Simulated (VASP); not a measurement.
# PbS (P1) in VASP: a series of runs

The runs below take PbS through single point, with PBE.

All numbers are computed with VASP 6.6.1; they aren't measurements. Logs are shortened: lines on timing, memory, paths and dates and some standing lists are left out, and cuts for length are marked.

**1. The cell of the first run**

The typed cell holds 16 atoms: a = 8.572 Å, b = 8.572 Å, c = 6.079 Å, α = 90.03°, β = 90.03°, γ = 90.00°.

**2. Single point, PBE**

INCAR

```
SYSTEM = PbS
PREC = Accurate
ENCUT = 520
EDIFF = 1E-6
ISMEAR = -1
SIGMA = 0.112
LREAL = Auto
LASPH = .True.
NELM = 80
ALGO = Normal
ISIF = 2
LWAVE = .False.
LCHARG = .True.
GGA = PE
LELF = .True.
LVHAR = .True.
NBANDS = 94
```

KPOINTS

```
Automatic mesh
0
Gamma
  2 2 2
  0 0 0
```

POSCAR

```
PbS
1.0
    6.0321360000     -6.0611870000      0.5891060000
    6.0321360000      6.0611870000      0.5891060000
   -0.5957290000      0.0000000000      6.0493070000
Pb S
8 8
Direct
    0.3836946024      0.3672555781      0.7600395786
    0.1413901678      0.1281516718      0.2593428115
    0.3625152610      0.8809227941      0.7247967711
    0.1138535893      0.6334846451      0.2579727830
    0.8652925355      0.3746341875      0.7365540760
    0.6156634800      0.0995180451      0.2280016988
    0.8779435223      0.8822263467      0.7561324577
    0.6349777257      0.6459793662      0.2442006153
    0.1373237951      0.1058203948      0.7431245098
    0.3641092565      0.3870912235      0.2173479194
    0.1556220924      0.6161995338      0.7520466806
    0.3659138223      0.8577918983      0.1848497056
    0.6249339938      0.0778150879      0.7395040952
    0.9399597167      0.3363865223      0.3156134699
    0.6636959470      0.6075262561      0.6937654797
    0.8533090740      0.8462883370      0.2688382269
```

Potentials or basis: VASP PAW PBE potentials, release 64 (Pb_d, S).

Command:

```bash
> cat potpaw_PBE.64/Pb_d/POTCAR potpaw_PBE.64/S/POTCAR > POTCAR
> mpirun -np 1 vasp_std > vasp.out
```

OUTCAR:

```text
SYSTEM = PbS
   PREC = Accurate
   ENCUT = 520
   EDIFF = 1E-6
   ISMEAR = -1
   LREAL = Auto
   LASPH = .True.
   NELM = 80
   ISIF = 2
   GGA = PE

 ion  position               nearest neighbor table
   1  0.384  0.367  0.760-  10 2.79  11 2.89   9 3.08  15 3.19  13 3.23  10 3.31   5 4.13
   2  0.141  0.128  0.259-  14 2.51  10 2.94   9 2.95  12 3.05   9 3.14  16 3.46   3 4.01   6 4.08

   3  0.363  0.881  0.725-   9 2.73  12 2.80  13 2.81  11 2.88  12 3.29   2 4.01   4 4.13
   4  0.114  0.633  0.258-  16 2.88  12 2.93  14 2.97  10 3.02  11 3.03  11 3.10   8 4.11   3 4.13
[... 4 lines left out ...]
   7  0.878  0.882  0.756-  13 2.74   9 2.94  16 2.99  15 3.01  16 3.14  11 3.30   6 4.09
   8  0.635  0.646  0.244-  16 2.54  15 2.76  12 2.96  10 3.22  15 3.37   6 3.89   4 4.11
   9  0.137  0.106  0.743-   3 2.73   7 2.94   2 2.95   1 3.08   2 3.14   5 3.28
  10  0.364  0.387  0.217-   1 2.79   2 2.94   4 3.02   8 3.22   6 3.28   1 3.31
  11  0.156  0.616  0.752-   3 2.88   1 2.89   4 3.03   4 3.10   5 3.24   7 3.30
  12  0.366  0.858  0.185-   3 2.80   4 2.93   8 2.96   6 2.99   2 3.05   3 3.29
  13  0.625  0.078  0.740-   7 2.74   3 2.81   6 2.98   6 3.12   1 3.23   5 3.27
  14  0.940  0.336  0.316-   2 2.51   5 2.66   4 2.97
  15  0.664  0.608  0.694-   5 2.65   8 2.76   7 3.01   1 3.19   8 3.37
  16  0.853  0.846  0.269-   8 2.54   4 2.88   7 2.99   6 2.99   7 3.14   2 3.46

  LATTYP: Found a base centered monoclinic cell.
 ALAT       =    12.1216683013
 B/A-ratio  =     1.0000582180
 C/A-ratio  =     0.5014631184
 COS(beta)  =    -0.0008098351

  Lattice vectors:

 A1 = (   6.0321360000,  -6.0611870000,   0.5891060000)
 A2 = (   6.0321360000,   6.0611870000,   0.5891060000)
 A3 = (  -0.5957290000,   0.0000000000,   6.0493070000)

Analysis of symmetry for initial positions (statically):
=====================================================================
 Subroutine PRICEL returns:
 Original cell was already a primitive cell.

 Routine SETGRP: Setting up the symmetry group for a
 base centered monoclinic supercell.

 Subroutine GETGRP returns: Found  1 space group operations
 (whereof  1 operations were pure point group operations)
 out of a pool of  4 trial point group operations.

The static configuration has the point symmetry C_1 .

Analysis of symmetry for dynamics (positions and initial velocities):
=====================================================================
 Subroutine PRICEL returns:
 Original cell was already a primitive cell.

 Routine SETGRP: Setting up the symmetry group for a
 base centered monoclinic supercell.

 Subroutine GETGRP returns: Found  1 space group operations
 (whereof  1 operations were pure point group operations)
[... 121 lines left out ...]
   POTIM  = 0.5000    time-step for ionic-motion
   TEBEG  =    0.0;   TEEND  =   0.0 temperature during run
   PSTRESS=    0.0 pullay stress
   NELECT =     160.0000    total number of electrons
   NUPDOWN=      -1.0000    fix difference up-down
   EMIN   =  10.00;   EMAX   =-10.00  energy-range for DOS
   EFERMI =   0.00;   METHOD = LEGACY
   ISMEAR =    -1;   SIGMA  =   0.11  broadening in eV -4-tet -1-fermi 0-gaus
   EFERMI_NEDOS =   21; number of points for ismear=-14 and -15
   IALGO  =     38    algorithm
   IMIX   =      4    mixing-type and parameters
     AMIX     =   0.40;   BMIX     =  1.00
     AMIX_MAG =   1.60;   BMIX_MAG =  1.00
  volume/ion in A,a.u.               =      27.91       188.36
  Fermi-wavevector in a.u.,A,eV,Ry     =   1.162718  2.197218 18.393894  1.351913
  Thomas-Fermi vector in A             =   2.299276
   LORBIT       =      0    0 simple, 1 ext, 2 COOP (PROOUT), +10 PAW based schemes
   GGA     = PE    functional components
   LHFCALC =     F    Hartree Fock is set to
   AEXX    =    0.0000 exact exchange contribution
   IVDW    =     0    specifies the selected vdW correction
   LEPSILON=     F    determine dielectric tensor
   LRPA    =     F    only Hartree local field effects (RPA)
 non-spin polarized calculation
  energy-cutoff  :      520.00
  volume of cell :      446.60
 maximum number of plane-waves:     12071
 NGX is ok and might be reduce to    64
   NGX = 31   NGY = 31   NGZ = 23

 number of electron     160.0000006 magnetization

 Free energy of the ion-electron system (eV)
  ---------------------------------------------------
  ext. energy  EPLUGINS =         0.00000000
  ---------------------------------------------------
  free energy    TOTEN  =       -67.55252070 eV

  energy without entropy =      -67.51859717  energy(sigma->0) =      -67.53555894

 E-fermi :   5.2562     XC(G=0):  -9.3191

 val. band max:        4.9582637639   @ k =   0.0000   0.0000   0.5000
 cond. band min:       5.5186814553   @ k =   0.0000   0.0000   0.5000
 fundamental gap:      0.5604176914
 Fermi energy:         5.2561828760

 k-point     1 :       0.0000    0.0000    0.0000
  band No.  band energies     occupation
      1     -12.2137      2.00000
      2     -12.1889      2.00000
      3     -12.1833      2.00000
      4     -12.1683      2.00000
      5     -12.1567      2.00000
      6     -11.8926      2.00000
[... 749 lines left out ...]
     91       7.5659      0.00000
     92       7.6557      0.00000
 [bands above 92 left out]

------------------------ aborting loop because EDIFF is reached ----------------------------------------

  FORCE on cell =-STRESS in cart. coord.  units (eV):
  Direction    XX          YY          ZZ          XY          YZ          ZX
  --------------------------------------------------------------------------------------
  -------------------------------------------------------------------------------------
  Total        1.9463401      6.3972370      8.1621042     -0.2836022      0.0028178     -0.6938485
  in kB        6.9824525     22.9499474     29.2813697     -1.0174166      0.0101088     -2.4891664
  external PRESSURE =      19.7379232 kB  Pullay stress =       0.0000000 kB

 VOLUME and BASIS-vectors are now :
 -----------------------------------------------------------------------------
  energy-cutoff  :      520.00
  volume of cell :      446.60
      direct lattice vectors                 reciprocal lattice vectors
     6.032136000 -6.061187000  0.589106000     0.082099777 -0.082492093  0.008085094
     6.032136000  6.061187000  0.589106000     0.082099777  0.082492093  0.008085094
    -0.595729000  0.000000000  6.049307000    -0.015990417  0.000000000  0.163733473

 POSITION                                       TOTAL-FORCE (eV/Angst)
 -----------------------------------------------------------------------------------
      4.07706     -0.09964      5.04010         0.054054      0.452327      0.063307
      1.47142     -0.08024      1.72763         0.342410     -0.890553     -0.081048
      7.06881      3.14217      5.11703        -0.397984     -0.230985     -0.001569
      4.35436      3.14958      2.00082        -0.133012     -0.632179      0.049617
      7.04062     -2.97397      5.18609         0.145536     -0.430483      0.395898
      4.17825     -3.12845      1.80057         0.085952      0.267851     -0.009172
[... 8 lines left out ...]
      7.25489     -0.34046      4.94568        -0.238632      0.398048      0.257328
     10.09205     -0.04255      2.62753         1.460316      0.425620     -0.145736
 -----------------------------------------------------------------------------------
    total drift:                                0.005824     -0.002301     -0.008816

  FREE ENERGIE OF THE ION-ELECTRON SYSTEM (eV)
  ---------------------------------------------------
  free  energy   TOTEN  =       -67.5525206989 eV

  energy  without entropy=      -67.5185971749  energy(sigma->0) =      -67.53555894
```

OSZICAR:

```text
N       E                     dE             d eps       ncg     rms          rms(c)
DAV:   1     0.199672076230E+04    0.19967E+04   -0.71425E+04  1504   0.182E+03
DAV:   2     0.270483288748E+03   -0.17262E+04   -0.16846E+04  1504   0.502E+02
DAV:   3    -0.400764177459E+02   -0.31056E+03   -0.29423E+03  1842   0.238E+02
DAV:   4    -0.711028493167E+02   -0.31026E+02   -0.30231E+02  1920   0.687E+01
DAV:   5    -0.722520657248E+02   -0.11492E+01   -0.11430E+01  1832   0.130E+01    0.141E+01
DAV:   6    -0.674406537257E+02    0.48114E+01   -0.12275E+01  2222   0.147E+01    0.909E+00
DAV:   7    -0.675452293967E+02   -0.10458E+00   -0.33841E+00  2120   0.558E+00    0.490E+00
DAV:   8    -0.675787476884E+02   -0.33518E-01   -0.60372E-01  1934   0.406E+00    0.799E-01
DAV:   9    -0.675491865144E+02    0.29561E-01   -0.13727E-01  1960   0.181E+00    0.448E-01
DAV:  10    -0.675511130784E+02   -0.19266E-02   -0.14002E-02  2000   0.422E-01    0.228E-01
DAV:  11    -0.675524409681E+02   -0.13279E-02   -0.18421E-03  1928   0.160E-01    0.625E-02
DAV:  12    -0.675524954526E+02   -0.54485E-04   -0.24244E-04  2184   0.539E-02    0.400E-02
DAV:  13    -0.675525147099E+02   -0.19257E-04   -0.69729E-05  1904   0.436E-02    0.197E-02
DAV:  14    -0.675525199709E+02   -0.52610E-05   -0.14852E-05  1576   0.155E-02    0.680E-03
DAV:  15    -0.675525206989E+02   -0.72798E-06   -0.23686E-06  1256   0.719E-03
   1 F= -.67552521E+02 E0= -.67535559E+02  d E =-.339235E-01
```

Run time: 16 min. Hardware: 1 thread of AMD EPYC, shared host; peak memory 0.52 GiB.

Results:

| Property | Result |
| --- | --- |
| Free energy | -67.5525 eV |
| Pressure | 2.0 GPa |
| Largest force | 2.020 eV/Å |
| Band gap on the k mesh | 0.56 eV, direct |

Forces on the atoms (eV/Å):
```
Pb   0.054  0.452  0.063
Pb   0.342 -0.891 -0.081
Pb  -0.398 -0.231 -0.002
Pb  -0.133 -0.632  0.050
Pb   0.146 -0.430  0.396
Pb   0.086  0.268 -0.009
Pb  -0.056 -0.276 -0.026
Pb  -1.616  0.188 -0.366
S    0.208  0.025 -0.082
S   -0.384 -0.511 -0.009
S   -0.480 -0.209 -0.314
S    0.602 -0.659  0.633
S    0.684  0.154  0.170
S   -0.276  1.928 -0.534
S   -0.239  0.398  0.257
S    1.460  0.426 -0.146
```

Stress tensor (GPa, compression positive):
```
 0.70 -0.10 -0.25
-0.10  2.29  0.00
-0.25  0.00  2.93
```

Caveat: the k points lie up to 0.52 Å⁻¹ apart; spin-orbit coupling is left out, which moves the levels of the heavy elements; forces of over 1 eV/Å act on the atoms, so gaps and moduli don't describe the material at rest. A k mesh can miss the band edges.

**3. Single point, PBE**

This run uses another cell than the first one, of 29.34 Å³/atom, 1.051 times its volume.

INCAR

```
  PREC = Accurate
  ENCUT = 520
  EDIFF = 1E-7
  ISMEAR = -1
  SIGMA = 0.112
  LREAL = Auto
  LASPH = True
  NELM = 100
  ALGO = Normal
  ISIF = 2
  LWAVE = False
  LCHARG = False
  GGA = PE
  NBANDS = 94
```

KPOINTS

```
Automatic mesh
0
Gamma
  2 2 2
```

POSCAR

```
PbS
1.0
    6.1333580000     -6.1628960000      0.5989910000
    6.1333580000      6.1628960000      0.5989910000
   -0.6057260000      0.0000000000      6.1508170000
Pb S
8 8
Direct
    0.3900888126      0.3669248650      0.7675713032
    0.1523310159      0.1249919208      0.2627439667
    0.3608395488      0.8801324267      0.7277917641
    0.1122046580      0.6308376189      0.2637368928
    0.8612008443      0.3721839925      0.7293310113
    0.6151157610      0.0919959485      0.2256040864
    0.8833287794      0.8889292309      0.7662703023
    0.6333029584      0.6532625683      0.2356015190
    0.1459689024      0.1043644359      0.7531424823
    0.3532699726      0.3848922814      0.2112380279
    0.1596763265      0.6146536618      0.7567795150
    0.3672112443      0.8379818041      0.1619650220
    0.6276006763      0.0693619846      0.7180598348
    0.9441309552      0.3461445541      0.3462318229
    0.6709167438      0.6092650462      0.7048900381
    0.8385126787      0.8699745109      0.2751352462
```

Potentials or basis: VASP PAW PBE potentials, release 64 (Pb_d, S).

Command:

```bash
> cat potpaw_PBE.64/Pb_d/POTCAR potpaw_PBE.64/S/POTCAR > POTCAR
> mpirun -np 1 vasp_std > vasp.out
```

Wall time 28 min (1 thread of AMD EPYC, shared host); peak memory 0.59 GiB.

It converged, with:

```yaml
Free_energy: -67.3538 eV
Pressure: 0.2 GPa
Largest_force: 1.725 eV/Å
Band_gap_on_the_k_mesh: 0.60 eV, direct
```

Forces in eV/Å, atoms in the order of the input:
```
Pb   0.037  0.643  0.025
Pb   0.351  0.205  0.094
Pb  -0.389 -0.348 -0.257
Pb  -0.269 -0.587  0.135
Pb  -0.094 -0.242  1.380
Pb   0.030  0.203  0.124
Pb  -0.226 -0.230 -0.104
Pb  -1.178 -0.076 -0.062
S    0.166  0.164 -0.114
S   -0.285 -0.194  0.087
S   -0.308 -0.301 -0.466
S    0.757 -0.312  0.931
S    0.619  0.188  0.275
S   -0.015  0.426 -1.672
S   -0.130  0.409 -0.023
S    0.934  0.052 -0.353
```

Stress tensor (GPa, compression positive):
```
-0.92 -0.07 -0.28
-0.07  0.07  0.18
-0.28  0.18  1.54
```

Levels at points of the mesh, in eV from the valence-band top:
| k point | band 78 | band 79 | band 80 | band 81 | band 82 | band 83 |
| --- | --- | --- | --- | --- | --- | --- |
| (0.00, 0.00, 0.00) | -0.73 | -0.50 | -0.28 | 1.11 | 1.35 | 1.70 |
| (0.50, 0.00, 0.00) | -1.07 | -0.89 | -0.67 | 1.94 | 2.38 | 2.53 |
| (0.00, 0.50, 0.00) | -1.03 | -0.86 | -0.78 | 2.01 | 2.21 | 2.44 |
| (0.50, 0.50, 0.00) | -0.81 | -0.56 | -0.53 | 1.47 | 1.97 | 2.06 |
| (0.00, 0.00, 0.50) | -0.46 | -0.31 | 0.00 | 0.60 | 0.75 | 0.90 |
| (0.50, 0.00, 0.50) | -0.62 | -0.37 | -0.33 | 1.13 | 1.27 | 1.58 |
| (0.00, 0.50, 0.50) | -0.62 | -0.37 | -0.20 | 0.98 | 1.27 | 1.47 |
| (0.50, 0.50, 0.50) | -0.52 | -0.30 | -0.08 | 0.95 | 1.11 | 1.19 |

Caveat: the k points lie up to 0.51 Å⁻¹ apart; spin-orbit coupling is left out, which moves the levels of the heavy elements; forces of over 1 eV/Å act on the atoms, so gaps and moduli don't describe the material at rest. A k mesh can miss the band edges.
